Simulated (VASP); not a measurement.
# BN (Cm) in VASP: a series of runs

The runs below take BN through single point, with r2SCAN.

Everything below comes from runs of VASP 6.6.1. Logs are shortened: lines on timing, memory, paths and dates and some standing lists are left out, and cuts for length are marked.

## 1. The cell of the first run

Symmetry: Cm, No. 8, monoclinic system. Conventional cell: a = 4.406 Å, b = 2.544 Å, c = 12.756 Å, α = 90.00°, β = 98.28°, γ = 90.00°. Within 2.2 Å of B (site symmetry m) lie 5 N at 1.56 to 2.06 Å and 1 B at 2.14 Å. Within 2.1 Å of B (site symmetry m) lie 4 N at 1.56 to 1.58 Å. Within 2.1 Å of B (site symmetry m) lie 4 N at 1.56 to 1.58 Å. Within 2.2 Å of B (site symmetry m) lie 4 N at 1.56 to 1.58 Å and 1 B at 2.14 Å. B (site symmetry m) has 4 N at 1.56 to 1.58 Å within 2.1 Å. B (site symmetry m) has 4 N at 1.56 to 1.58 Å within 2.1 Å. N (site symmetry m) has 5 B at 1.56 to 2.06 Å within 2.1 Å. N (site symmetry m) has 4 B at 1.56 to 1.58 Å within 2.1 Å.

## 2. Single point, r2SCAN (the part above a cut slid along it)

Input file POSCAR:

```
BN
1.0
   -2.5439665234      0.0000000000      0.0000000000
   -1.2719832617     -2.2031396357      0.0000000000
   -2.2258435097     -1.2850913495     12.6232348039
B N
6 6
Direct
    0.6302591045      0.6302591045      0.0624165303
    0.4358257712      0.4358257712      0.3957498636
    0.2413924379      0.2413924379      0.7290831970
   -0.1891575621     -0.1891575621      0.8957498636
    0.1997091045      0.1997091045      0.2290831970
    0.0052757712      0.0052757712      0.5624165303
    0.1197936721      0.1197936721      0.9375501364
    0.5086603388      0.5086603388      0.2708834697
    0.3142270055      0.3142270055      0.6042168030
   -0.1163229945     -0.1163229945      0.7708834697
    0.2725436721      0.2725436721      0.1042168030
    0.0781103388      0.0781103388      0.4375501364
```

Input file INCAR.step1:

```
SYSTEM = BN
ALGO = Normal
EDIFF = 1E-4
ENCUT = 520
GGA = PE
ISMEAR = 0
LASPH = .TRUE.
LCHARG = .FALSE.
LREAL = .FALSE.
LWAVE = .TRUE.
NBANDS = 36
NELM = 100
PREC = Accurate
SIGMA = 0.05
```

Input file INCAR.step2:

```
SYSTEM = BN
ALGO = Normal
EDIFF = 1E-6
ENCUT = 520
ISIF = 2
ISMEAR = 0
ISTART = 1
LASPH = .TRUE.
LCHARG = .FALSE.
LMIXTAU = .TRUE.
LREAL = .FALSE.
LWAVE = .FALSE.
METAGGA = R2SCAN
NBANDS = 36
NELM = 100
PREC = Accurate
SIGMA = 0.05
```

Input file KPOINTS:

```
k-points
0
G
  10 10 2
  0 0 0
```

Potentials or basis: VASP PAW PBE potentials, release 64 (B, N).

Started as:

```bash
$ cat potpaw_PBE.64/B/POTCAR potpaw_PBE.64/N/POTCAR > POTCAR
$ cp INCAR.step1 INCAR
$ mpirun -np 1 vasp_std > vasp.out
$ cp INCAR.step2 INCAR
$ mpirun -np 1 vasp_std > vasp.out
```

OUTCAR:

```text
SYSTEM = BN
   EDIFF = 1E-6
   ENCUT = 520
   ISIF = 2
   ISMEAR = 0
   ISTART = 1
   LASPH = .TRUE.
   LREAL = .FALSE.
   METAGGA = R2SCAN
   NELM = 100
   PREC = Accurate

 ion  position               nearest neighbor table
   1  0.630  0.630  0.062-  11 1.56  11 1.56  11 1.56   4 2.14
   2  0.436  0.436  0.396-  12 1.56  12 1.56  12 1.56   8 1.58
   3  0.241  0.241  0.729-  10 1.56  10 1.56  10 1.56   9 1.58
   4  0.811  0.811  0.896-   7 1.56   7 1.56   7 1.56  10 1.58   1 2.14
   5  0.200  0.200  0.229-   8 1.56   8 1.56   8 1.56  11 1.58
   6  0.005  0.005  0.562-   9 1.56   9 1.56   9 1.56  12 1.58
   7  0.120  0.120  0.938-   4 1.56   4 1.56   4 1.56
   8  0.509  0.509  0.271-   5 1.56   5 1.56   5 1.56   2 1.58
   9  0.314  0.314  0.604-   6 1.56   6 1.56   6 1.56   3 1.58
  10  0.884  0.884  0.771-   3 1.56   3 1.56   3 1.56   4 1.58
  11  0.273  0.273  0.104-   1 1.56   1 1.56   1 1.56   5 1.58
  12  0.078  0.078  0.438-   2 1.56   2 1.56   2 1.56   6 1.58

  LATTYP: Found a base centered monoclinic cell.
 ALAT       =     4.4062792713
 B/A-ratio  =     0.5773502692
 C/A-ratio  =     2.8949752509
 COS(beta)  =    -0.1439390544

  Lattice vectors:

 A1 = (  -2.5439665234,   0.0000000000,   0.0000000000)
 A2 = (  -1.2719832617,  -2.2031396357,   0.0000000000)
 A3 = (   1.5901062754,   0.9180482862,  12.6232348039)

Analysis of symmetry for initial positions (statically):
=====================================================================
 Subroutine PRICEL returns:
 Original cell was already a primitive cell.

 Routine SETGRP: Setting up the symmetry group for a
 base centered monoclinic supercell.

 Subroutine GETGRP returns: Found  2 space group operations
 (whereof  2 operations were pure point group operations)
 out of a pool of  4 trial point group operations.

The static configuration has the point symmetry C_1h.

Analysis of symmetry for dynamics (positions and initial velocities):
=====================================================================
 Subroutine PRICEL returns:
 Original cell was already a primitive cell.

 Routine SETGRP: Setting up the symmetry group for a
 base centered monoclinic supercell.

 Subroutine GETGRP returns: Found  2 space group operations
[... 130 lines left out ...]
   ISYM   =      2    0-nonsym 1-usesym 2-fastsym
   POTIM  = 0.5000    time-step for ionic-motion
   TEBEG  =    0.0;   TEEND  =   0.0 temperature during run
   PSTRESS=    0.0 pullay stress
   NELECT =      48.0000    total number of electrons
   NUPDOWN=      -1.0000    fix difference up-down
   EMIN   =  10.00;   EMAX   =-10.00  energy-range for DOS
   EFERMI =   0.00;   METHOD = LEGACY
   ISMEAR =     0;   SIGMA  =   0.05  broadening in eV -4-tet -1-fermi 0-gaus
   EFERMI_NEDOS =   21; number of points for ismear=-14 and -15
   IALGO  =     38    algorithm
   IMIX   =      4    mixing-type and parameters
     AMIX     =   0.40;   BMIX     =  1.00
     AMIX_MAG =   1.60;   BMIX_MAG =  1.00
  volume/ion in A,a.u.               =       5.90        39.79
  Fermi-wavevector in a.u.,A,eV,Ry     =   1.438513  2.718396 28.154815  2.069321
  Thomas-Fermi vector in A             =   2.557472
   LORBIT       =      0    0 simple, 1 ext, 2 COOP (PROOUT), +10 PAW based schemes
   METAGGA = R2SCAN    functional components
   LHFCALC =     F    Hartree Fock is set to
   AEXX    =    0.0000 exact exchange contribution
   IVDW    =     0    specifies the selected vdW correction
   LEPSILON=     F    determine dielectric tensor
   LRPA    =     F    only Hartree local field effects (RPA)
 non-spin polarized calculation
 Gauss-broadening in eV      SIGMA  =   0.05
  energy-cutoff  :      520.00
  volume of cell :       70.75
 maximum number of plane-waves:      1935
   NGX =  9   NGY =  9   NGZ = 47

 number of electron      47.9999992 magnetization

 Free energy of the ion-electron system (eV)
  ---------------------------------------------------
  ext. energy  EPLUGINS =         0.00000000
  ---------------------------------------------------
  free energy    TOTEN  =      -112.13559848 eV

  energy without entropy =     -112.13559848  energy(sigma->0) =     -112.13559848

 E-fermi :   7.9558     XC(G=0): -13.6819

 val. band max:        7.6635086679   @ k =   0.0000   0.0000   0.0000
 cond. band min:      10.8732570151   @ k =   0.5000  -0.0000   0.0000
 fundamental gap:      3.2097483472
 Fermi energy:         7.9557986927

 k-point     1 :       0.0000    0.0000    0.0000
  band No.  band energies     occupation
      1     -14.1314      2.00000
      2     -13.4053      2.00000
      3     -13.1906      2.00000
      4     -11.5236      2.00000
      5     -11.3147      2.00000
      6      -9.6903      2.00000
[... 925 lines left out ...]
     35      19.7570      0.00000
     36      20.1800      0.00000

 [... further k-points ...]

------------------------ aborting loop because EDIFF is reached ----------------------------------------

  FORCE on cell =-STRESS in cart. coord.  units (eV):
  Direction    XX          YY          ZZ          XY          YZ          ZX
  --------------------------------------------------------------------------------------
  -------------------------------------------------------------------------------------
  Total       -0.3115997     -2.5804232      4.5609332      1.9648588     -0.3594587     -0.6226017
  in kB       -7.0564054    -58.4355913    103.2857052     44.4956802     -8.1402087    -14.0992762
  external PRESSURE =      12.5979029 kB  Pullay stress =       0.0000000 kB

 VOLUME and BASIS-vectors are now :
 -----------------------------------------------------------------------------
  energy-cutoff  :      520.00
  volume of cell :       70.75
      direct lattice vectors                 reciprocal lattice vectors
    -2.543966523  0.000000000  0.000000000    -0.393086934  0.226948847 -0.046208441
    -1.271983262 -2.203139636  0.000000000     0.000000000 -0.453897694 -0.046208441
    -2.225843510 -1.285091350 12.623234804     0.000000000  0.000000000  0.079218997

 POSITION                                       TOTAL-FORCE (eV/Angst)
 -----------------------------------------------------------------------------------
     -2.54397     -1.46876      0.78790         0.826399      0.477122      1.398724
     -2.54397     -1.46876      4.99564        -0.013150     -0.007592      0.209143
     -2.54397     -1.46876      9.20339        -0.003618     -0.002089      0.252109
     -5.08793     -2.93752     11.30726        -0.509242     -0.294011     -0.044517
     -1.27198     -0.73438      2.89177        -0.149706     -0.086433      0.296924
     -1.27198     -0.73438      7.09952        -0.000173     -0.000100      0.208551
     -2.54397     -1.46876     11.83492         0.463245      0.267455     -1.283061
     -2.54397     -1.46876      3.41943        -0.030635     -0.017687     -0.183001
     -2.54397     -1.46876      7.62717         0.002064      0.001191     -0.218954
     -5.08793     -2.93752      9.73104         0.047665      0.027520     -0.498755
     -1.27198     -0.73438      1.31555        -0.631838     -0.364792      0.072204
     -1.27198     -0.73438      5.52330        -0.001014     -0.000585     -0.209367
 -----------------------------------------------------------------------------------
    total drift:                               -0.000216     -0.000125      0.005656

  FREE ENERGIE OF THE ION-ELECTRON SYSTEM (eV)
  ---------------------------------------------------
  free  energy   TOTEN  =      -112.1355984776 eV

  energy  without entropy=     -112.1355984776  energy(sigma->0) =     -112.13559848
```

OUTCAR.step1:

```text
SYSTEM = BN
   EDIFF = 1E-4
   ENCUT = 520
   GGA = PE
   ISMEAR = 0
   LASPH = .TRUE.
   LREAL = .FALSE.
   NELM = 100
[... 1197 lines left out ...]
     -5.08793     -2.93752      9.73104         0.040378      0.023312     -0.466327
     -1.27198     -0.73438      1.31555        -0.597634     -0.345044      0.143796
     -1.27198     -0.73438      5.52330        -0.001123     -0.000648     -0.169598
 -----------------------------------------------------------------------------------
    total drift:                                0.000175      0.000101      0.000345

  FREE ENERGIE OF THE ION-ELECTRON SYSTEM (eV)
  ---------------------------------------------------
  free  energy   TOTEN  =      -101.9571139944 eV

  energy  without entropy=     -101.9571139944  energy(sigma->0) =     -101.95711399
```

OSZICAR.step1:

```text
N       E                     dE             d eps       ncg     rms          rms(c)
DAV:   1     0.175985094275E+03    0.17599E+03   -0.25628E+04  4464   0.131E+03
DAV:   2    -0.973280391139E+02   -0.27331E+03   -0.25941E+03  5732   0.299E+02
DAV:   3    -0.107848973747E+03   -0.10521E+02   -0.10466E+02  5944   0.570E+01
DAV:   4    -0.107938113333E+03   -0.89140E-01   -0.89001E-01  5832   0.544E+00
DAV:   5    -0.107939377168E+03   -0.12638E-02   -0.12628E-02  5816   0.589E-01    0.166E+01
DAV:   6    -0.102414896003E+03    0.55245E+01   -0.14732E+01  5440   0.187E+01    0.771E+00
DAV:   7    -0.102040237720E+03    0.37466E+00   -0.91783E-01  6008   0.540E+00    0.472E+00
DAV:   8    -0.101962734687E+03    0.77503E-01   -0.24746E-01  5408   0.279E+00    0.539E-01
DAV:   9    -0.101956678723E+03    0.60560E-02   -0.21056E-02  5672   0.874E-01    0.258E-01
DAV:  10    -0.101956905387E+03   -0.22666E-03   -0.24245E-03  5864   0.304E-01    0.142E-01
DAV:  11    -0.101957098171E+03   -0.19278E-03   -0.72716E-04  5560   0.154E-01    0.283E-02
DAV:  12    -0.101957113994E+03   -0.15824E-04   -0.56242E-05  3040   0.526E-02
   1 F= -.10195711E+03 E0= -.10195711E+03  d E =-.157087E-18
```

Wall time 4.7 min (1 thread of Intel Xeon 6975P-C (Granite Rapids), shared host); peak memory 0.26 GiB.

What came out:

- Free energy: -112.1356 eV
- Pressure: 1.3 GPa
- Largest force: 1.693 eV/Å
- Band gap on the k mesh: 3.21 eV (least direct gap 4.46 eV)

Forces on the atoms (eV/Å):
```
B    0.826  0.477  1.399
B   -0.013 -0.008  0.209
B   -0.004 -0.002  0.252
B   -0.509 -0.294 -0.045
B   -0.150 -0.086  0.297
B    0.000  0.000  0.209
N    0.463  0.267 -1.283
N   -0.031 -0.018 -0.183
N    0.002  0.001 -0.219
N    0.048  0.028 -0.499
N   -0.632 -0.365  0.072
N   -0.001 -0.001 -0.209
```

Stress tensor (GPa, compression positive):
```
-0.71  4.45 -1.41
 4.45 -5.84 -0.81
-1.41 -0.81 10.33
```

Caveat: the cell differs from its parent crystal (the part above a cut slid along it); the stress differs along the axes, from -6 to 10 GPa; the PAW data sets were made with another functional, which shifts forces and pressure a little.

## 3. Single point, r2SCAN (the part above a cut slid along it)

Input file POSCAR:

```
BN
1.0
   -2.5439665234      0.0000000000      0.0000000000
   -1.2719832617     -2.2031396357      0.0000000000
   -2.8619623389     -1.6523547268     12.6232348039
B N
6 6
Direct
    0.6198542689      0.6198542689      0.0624165303
    0.3698542689      0.3698542689      0.3957498636
    0.1198542689      0.1198542689      0.7290831970
   -0.3384790644     -0.3384790644      0.8957498636
    0.1615209356      0.1615209356      0.2290831970
   -0.0884790644     -0.0884790644      0.5624165303
   -0.0364959356     -0.0364959356      0.9375501364
    0.4635040644      0.4635040644      0.2708834697
    0.2135040644      0.2135040644      0.6042168030
   -0.2448292689     -0.2448292689      0.7708834697
    0.2551707311      0.2551707311      0.1042168030
    0.0051707311      0.0051707311      0.4375501364
```

Input file INCAR.step1:

```
  ALGO = Normal
  EDIFF = 1E-4
  ENCUT = 520
  GGA = PE
  ISMEAR = 0
  LASPH = T
  LCHARG = F
  LREAL = F
  LWAVE = T
  NBANDS = 36
  NELM = 100
  PREC = Accurate
  SIGMA = 0.05
```

Input file INCAR.step2:

```
  ALGO = Normal
  EDIFF = 1E-6
  ENCUT = 520
  ISIF = 2
  ISMEAR = 0
  ISTART = 1
  LASPH = T
  LCHARG = F
  LMIXTAU = T
  LREAL = F
  LWAVE = F
  METAGGA = R2SCAN
  NBANDS = 36
  NELM = 100
  PREC = Accurate
  SIGMA = 0.05
```

Input file KPOINTS:

```
k-points
0
Gamma
  10 10 2
```

Potentials or basis: VASP PAW PBE potentials, release 64 (B, N).

Started as:

```bash
$ cat potpaw_PBE.64/B/POTCAR potpaw_PBE.64/N/POTCAR > POTCAR
$ cp INCAR.step1 INCAR
$ mpirun -np 1 vasp_std > vasp.out
$ cp INCAR.step2 INCAR
$ mpirun -np 1 vasp_std > vasp.out
```

Wall time 4.7 min (1 thread of Intel Xeon 6975P-C (Granite Rapids), shared host); peak memory 0.26 GiB.

Results (log left out):

| Quantity | Value |
| --- | --- |
| Free energy | -112.4002 eV |
| Pressure | 1.0 GPa |
| Largest force | 2.638 eV/Å |
| Band gap on the k mesh | 2.99 eV (least direct gap 4.33 eV) |

Forces on the atoms (eV/Å):
```
B   -2.011 -1.161  1.252
B    0.008  0.005  0.194
B    0.015  0.008  0.235
B    0.409  0.236 -0.051
B    0.021  0.012  0.268
B    0.001  0.001  0.195
N    1.240  0.716 -0.980
N    0.016  0.009 -0.173
N    0.001  0.000 -0.203
N    0.062  0.036 -0.460
N    0.240  0.138 -0.080
N    0.000  0.000 -0.195
```

Stress tensor (GPa, compression positive):
```
-5.52 -4.74 -6.49
-4.74 -0.05 -3.75
-6.49 -3.75  8.71
```

Levels at points of the mesh, in eV from the valence-band top:
| k point | band 20 | band 21 | band 22 | band 23 | band 24 | band 25 | band 26 | band 27 | band 28 | band 29 |
| --- | --- | --- | --- | --- | --- | --- | --- | --- | --- | --- |
| (0.00, 0.00, 0.00) | -0.70 | -0.63 | -0.23 | -0.10 | 0.00 | 7.22 | 8.62 | 8.83 | 9.22 | 9.44 |
| (0.50, 0.00, 0.00) | -3.89 | -3.59 | -3.27 | -2.43 | -2.07 | 4.23 | 6.96 | 7.05 | 7.30 | 7.80 |
| (0.50, 0.50, 0.00) | -3.87 | -3.47 | -3.25 | -2.34 | -1.35 | 2.99 | 6.94 | 7.06 | 7.31 | 7.82 |
| (0.00, 0.00, 0.50) | -0.85 | -0.60 | -0.59 | -0.14 | -0.13 | 7.25 | 8.66 | 8.84 | 9.22 | 9.43 |
| (0.50, 0.00, 0.50) | -4.05 | -3.75 | -2.97 | -2.52 | -2.03 | 4.23 | 6.94 | 7.14 | 7.35 | 7.53 |
| (0.50, 0.50, 0.50) | -4.04 | -3.91 | -2.85 | -2.47 | -1.41 | 3.04 | 6.93 | 7.13 | 7.38 | 7.53 |

Caveat: the cell differs from its parent crystal (the part above a cut slid along it); the stress differs along the axes, from -6 to 9 GPa; the PAW data sets were made with another functional, which shifts forces and pressure a little.

## 4. Single point, r2SCAN (the part above a cut slid along it)

Input file POSCAR:

```
BN
1.0
   -2.5439665234      0.0000000000      0.0000000000
   -1.2719832617     -2.2031396357      0.0000000000
   -3.4980811680     -2.0196181040     12.6232348039
B N
6 6
Direct
    0.6094494333      0.6094494333      0.0624165303
    0.3038827667      0.3038827667      0.3957498636
   -0.0016839000     -0.0016839000      0.7290831970
   -0.4878005667     -0.4878005667      0.8957498636
    0.1233327667      0.1233327667      0.2290831970
   -0.1822339000     -0.1822339000      0.5624165303
   -0.1927855433     -0.1927855433      0.9375501364
    0.4183477900      0.4183477900      0.2708834697
    0.1127811233      0.1127811233      0.6042168030
   -0.3733355433     -0.3733355433      0.7708834697
    0.2377977900      0.2377977900      0.1042168030
   -0.0677688767     -0.0677688767      0.4375501364
```

Input file INCAR.step1:

```
SYSTEM = BN
PREC = Accurate ; ENCUT = 520
ISMEAR = 0 ; SIGMA = 0.05
LREAL = .FALSE. ; LASPH = .TRUE.
NELM = 100 ; NBANDS = 36
GGA = PE ; ALGO = Normal
EDIFF = 1E-4 ; LWAVE = .TRUE.
LCHARG = .FALSE.
```

Input file INCAR.step2:

```
SYSTEM = BN
PREC = Accurate ; ENCUT = 520
EDIFF = 1E-7 ; ISMEAR = 0
SIGMA = 0.05 ; LREAL = .FALSE.
LASPH = .TRUE. ; NELM = 100
ALGO = Normal ; ISIF = 2
LWAVE = .FALSE. ; LCHARG = .TRUE.
METAGGA = R2SCAN ; LMIXTAU = .TRUE.
LELF = .TRUE. ; LVHAR = .TRUE.
NBANDS = 36 ; ISTART = 1
```

Input file KPOINTS:

```
Automatic mesh
0
G
  10 10 2
  0 0 0
```

Started as:

```bash
$ cat potpaw_PBE.64/B/POTCAR potpaw_PBE.64/N/POTCAR > POTCAR
$ cp INCAR.step1 INCAR
$ mpirun -np 1 vasp_std > vasp.out
$ cp INCAR.step2 INCAR
$ mpirun -np 1 vasp_std > vasp.out
```

It took 4.9 min on 1 thread of Intel Xeon 6975P-C (Granite Rapids), shared host; peak memory 0.26 GiB.

It converged, with:

```
Free energy            : -114.4074 eV
Pressure               : 1.0 GPa
Largest force          : 1.914 eV/Å
Band gap on the k mesh : 5.81 eV (least direct gap 8.21 eV)
```

Forces in eV/Å, atoms in the order of the input:
```
B   -1.657 -0.957 -0.037
B    0.000  0.000  0.036
B    0.015  0.009  0.037
B    0.182  0.105 -0.016
B   -0.076 -0.044  0.060
B    0.001  0.001  0.034
N    1.490  0.860 -0.002
N    0.000  0.000 -0.032
N    0.001  0.001 -0.036
N    0.085  0.049 -0.073
N   -0.041 -0.024  0.062
N   -0.001  0.000 -0.034
```

Stress tensor (GPa, compression positive):
```
-0.57 -1.81 -7.49
-1.81  1.52 -4.32
-7.49 -4.32  2.02
```

Levels at points of the mesh, in eV from the valence-band top:
```tsv
k point	band 21	band 22	band 23	band 24	band 25	band 26	band 27	band 28
(0.00, 0.00, 0.00)	-0.63	-0.27	-0.03	0.00	8.74	8.90	9.24	9.39
(0.50, 0.00, 0.00)	-3.78	-3.44	-2.55	-2.48	6.88	7.21	7.30	7.37
(0.50, 0.50, 0.00)	-3.21	-3.17	-2.87	-2.24	5.97	7.17	7.27	7.41
(0.00, 0.00, 0.50)	-0.36	-0.25	-0.19	-0.14	8.76	9.02	9.25	9.25
(0.50, 0.00, 0.50)	-3.38	-3.14	-2.99	-2.26	6.78	7.22	7.28	7.40
(0.50, 0.50, 0.50)	-3.88	-3.11	-2.56	-2.48	6.12	7.24	7.32	7.42
```

Caveat: the cell differs from its parent crystal (the part above a cut slid along it); the PAW data sets were made with another functional, which shifts forces and pressure a little. A k mesh can miss the band edges.

## 5. Overview

| cell | gap on the mesh (eV) | pressure (GPa) | largest force (eV/Å) |
| --- | --- | --- | --- |
| a = 2.544, b = 2.544, c = 12.882 Å, angles 80.1, 80.1, 60.0°, 12 atoms | 3.21 | 1.3 | 1.69 |
| a = 2.544, b = 2.544, c = 13.049 Å, angles 77.3, 77.3, 60.0°, 12 atoms | 2.99 | 1.0 | 2.64 |
| a = 2.544, b = 2.544, c = 13.254 Å, angles 74.7, 74.7, 60.0°, 12 atoms | 5.81 | 1.0 | 1.91 |

Alike in all rows: task single point; level r2SCAN; potentials or basis VASP PAW PBE potentials, release 64 (B, N); no spin polarisation; k mesh 10 × 10 × 2; cutoff (eV) 520; smearing gaussian 0.05 eV.

Caveats: the PAW data sets were made with another functional, which shifts forces and pressure a little; the stress differs along the axes, from -6 to 10 GPa (at least some runs); the stress differs along the axes, from -6 to 9 GPa (at least some runs).

Total energies depend on the potentials used, so only differences within one code and one set of settings carry meaning.
